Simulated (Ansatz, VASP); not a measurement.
## One calculation of Hf2S, two programs

```xyz
6
Lattice="3.3814 0.0000 0.0000 -1.6907 2.9284 0.0000 0.0000 0.0000 11.7410" Properties=species:S:1:pos:R:3 pbc="T T T"
Hf    1.6907    0.9761   10.5637
Hf    0.0000    1.9523    4.6932
Hf    1.6907    0.9761    7.0477
Hf    0.0000    1.9523    1.1773
S     0.0000    0.0000    8.8057
S     0.0000    0.0000    2.9352
```

Alike in both runs: functional r2SCAN; k mesh 12 × 12 × 4; occupations gaussian, width 0.1 eV; no spin polarisation.

Ansatz relaxed the structure, and its values are those at the end. VASP's run is a single point on that final structure, the one shown.

```csv
,VASP,Ansatz
version,VASP 6.6.1,Ansatz 0.2.0
potentials or method,"VASP PAW PBE potentials, release 64 (Hf_pv, S), cutoff 520 eV","scalar-relativistic, plane waves, PAW"
valence electrons in the cell,52,116
```

|  | VASP | Ansatz | Ansatz less VASP |
| --- | --- | --- | --- |
| gap on the k mesh at the Fermi level (eV) | none | none | - |
| pressure (GPa) | -0.9 | 0.0 | +0.88 |
| rms of the force components (eV/Å) | 0.005 | 0.000 | -0.0044 |

VASP's potentials were made for PBE, not for r2SCAN. A gap of «none» marks a metal or a gap that the smearing closes. With one functional, cell and mesh, what is left measures potentials, basis and numerics. VASP's potentials hold 52 valence electrons a cell and Ansatz's 116, so a difference there can come from the potentials and not from the codes.

Spin-orbit coupling is off throughout.
